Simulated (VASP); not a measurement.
Here is a VASP 6.6.1 calculation.

Contents of INCAR:

```
ALGO = Normal ; EDIFF = 1E-6
ENCUT = 520 ; GGA = PE
ISIF = 2 ; ISMEAR = -1
LASPH = True ; LCHARG = False
LREAL = False ; LWAVE = False
NBANDS = 20 ; NELM = 60
PREC = Accurate ; SIGMA = 0.05
```

File KPOINTS:

```
k-points
0
Gamma
  8 8 8
```

POSCAR

```
MoS2
1.0
    0.0000000000      3.0353763546      3.0353763546
    3.0353763546      0.0000000000      3.0353763546
    3.0353763546      3.0353763546      0.0000000000
Mo S
1 2
Direct
    0.0000000000      0.0000000000      0.0000000000
    0.2500000000      0.2500000000      0.2500000000
    0.7500000000      0.7500000000      0.7500000000
```

Potentials or basis: VASP PAW PBE potentials, release 64 (Mo_sv, S).

The run is started by

```bash
$ cat potpaw_PBE.64/Mo_sv/POTCAR potpaw_PBE.64/S/POTCAR > POTCAR
$ mpirun -np 1 vasp_std > vasp.out
```

**Question.** Predict the band gap on the k mesh.

**Answer.** Zero (band 13 reaches 7.41 eV, above the bottom of band 14 at 6.48 eV).

**Question.** Predict the pressure.

**Answer.** -10.7 GPa.
